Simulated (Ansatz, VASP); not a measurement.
# AgCl in VASP and in Ansatz

The input INCAR:

```
  PREC = Accurate
  ENCUT = 520
  EDIFF = 1E-6
  ISMEAR = -1
  SIGMA = 0.01
  LREAL = False
  LASPH = True
  NELM = 60
  ALGO = Normal
  ISIF = 2
  LWAVE = False
  LCHARG = False
  GGA = PS
  NBANDS = 16
```

Contents of KPOINTS:

```
Automatic mesh
0
Gamma
  9 9 9
```

File POSCAR:

```
AgCl
1.0
    3.3875622702      0.0000000000      0.0000000000
    0.0000000000      3.3875622702      0.0000000000
    0.0000000000      0.0000000000      3.3875622702
Ag Cl
1 1
Direct
    0.0000000000      0.0000000000      0.0000000000
    0.5000000000      0.5000000000      0.5000000000
```

Input for Ansatz:

```yaml
crystal:
  lattice:
    - [3.3875622702, 0.0, 0.0]
    - [0.0, 3.3875622702, 0.0]
    - [0.0, 0.0, 3.3875622702]
  atoms:
    - { symbol: Ag, position: [0.0, 0.0, 0.0] }
    - { symbol: Cl, position: [0.5, 0.5, 0.5] }
kpoints:
  mp_grid: { grid: [9, 9, 9] }
  band_path:
    path:
      - [0.0, 0.0, 0.0]
      - [0.0, 0.5, 0.0]
      - [0.5, 0.5, 0.0]
      - [0.0, 0.0, 0.0]
      - [0.5, 0.5, 0.5]
      - [0.0, 0.5, 0.0]
      - [0.5, 0.5, 0.5]
      - [0.5, 0.5, 0.0]
    npoints: 5
scf:
  occupations: { method: fermi_dirac, width: 0.01 }
hamiltonian:
  xc: pbesol
  pseudopotentials: { kind: all_electron, lapw: { basis_error: 0.001 } }
output:
  forces: true
  stress: true
  eigenvalues: true
```

Change from the starting cell: volume scaled by 0.96.

Alike in both runs: task single point; functional PBEsol; k mesh 9 × 9 × 9; occupations fermi-dirac, width 0.01 eV; no spin polarisation.

|  | VASP | Ansatz |
| --- | --- | --- |
| version | VASP 6.6.1 | Ansatz 0.2.0 |
| potentials or method | VASP PAW PBE potentials, release 64 (Ag, Cl), cutoff 520 eV | all-electron LAPW, scalar-relativistic |

|  | VASP | Ansatz | Ansatz less VASP |
| --- | --- | --- | --- |
| gap on the k mesh at the Fermi level (eV) | 0.46 | 0.46 | +0.001 |
| pressure (GPa) | -2.9 | -2.8 | +0.11 |

VASP's potentials were made for PBE, not for PBEsol. Ansatz ran all-electron here, and VASP with PAW potentials.
